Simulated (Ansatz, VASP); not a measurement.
## Rh in VASP and in Ansatz

```
CELL_PARAMETERS angstrom
5.36502 0.00000 0.00000
-2.68251 4.64624 0.00000
0.00000 0.00000 21.69399
ATOMIC_POSITIONS crystal
Rh 0.33333 0.16667 0.18438
Rh 0.33333 0.66667 0.18438
Rh 0.83333 0.16667 0.18438
Rh 0.83333 0.66667 0.18438
Rh 0.16667 0.33333 0.28336
Rh 0.16667 0.83333 0.28336
Rh 0.66667 0.33333 0.28336
Rh 0.66667 0.83333 0.28336
Rh 0.00000 0.00000 0.38232
Rh 0.00000 0.50000 0.38232
Rh 0.50000 0.00000 0.38232
Rh 0.50000 0.50000 0.38232
```

Alike in both runs: task single point; functional PBE; dispersion D3(BJ); k mesh 6 × 6 × 1; occupations gaussian, width 0.1 eV; no spin polarisation.

|  | VASP | Ansatz |
| --- | --- | --- |
| version | VASP 6.6.1 | Ansatz 0.2.0 |
| potentials or method | VASP PAW PBE potentials, release 64 (Rh_pv), cutoff 520 eV | scalar-relativistic, plane waves, PAW |
| valence electrons in the cell | 180 | 204 |

|  | VASP | Ansatz | Ansatz less VASP |
| --- | --- | --- | --- |
| gap on the k mesh at the Fermi level (eV) | none | none | - |
| rms of the force components (eV/Å) | 0.005 | 0.004 | -0.0011 |

Atom by atom the forces differ by 0.001 eV/Å (rms over components). A gap of «none» marks a metal or a gap that the smearing closes. VASP's potentials hold 180 valence electrons a cell and Ansatz's 204, so a difference there can come from the potentials and not from the codes.
